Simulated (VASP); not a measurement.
Runs of VASP 6.6.1 on AlGa3N2. The structure is that of space group P6/mmm (No. 191), or close to it. The cells are those of the table. 

| task | spin | cell | k mesh | cutoff (eV) | gap on the mesh (eV) | pressure (GPa) |
| --- | --- | --- | --- | --- | --- | --- |
| single point | collinear, ferromagnetic start | a = 5.088, b = 5.088, c = 4.140 Å, angles 90.0, 90.0, 120.0°, 6 atoms | 6 × 6 × 4 | 520 | none | -4.8 |
| single point | off | a = 5.714, b = 5.714, c = 2.870 Å, angles 90.0, 90.0, 120.0°, 6 atoms | 12 × 12 × 14 | 520 | none | (a) |
| single point | off | a = 5.697, b = 5.697, c = 2.882 Å, angles 90.0, 90.0, 120.0°, 6 atoms | 6 × 6 × 6 | 520 | none | 0.5 |
| relaxation of cell and atoms | off | relaxed from a = 5.755, b = 5.755, c = 2.836 Å, angles 90.0, 90.0, 120.0°, 6 atoms | 6 × 6 × 6 | 600 | none | -0.2 |
| single point | off | a = 5.088, b = 5.088, c = 4.140 Å, angles 90.0, 90.0, 120.0°, 6 atoms | 6 × 6 × 4 | 600 | none | -6.2 |

Alike in all rows: level PBE; potentials or basis VASP PAW PBE potentials, release 64 (Al, Ga_d, N); smearing gaussian 0.1 eV.

Problem. Estimate the missing entries.

Solution. (a) 0.3.

Caveats: some runs use coarse meshes.

A k mesh can miss the band edges, and the runs leave out spin-orbit coupling on Ga.

A gap of «none» marks levels without a gap at the run's occupations.
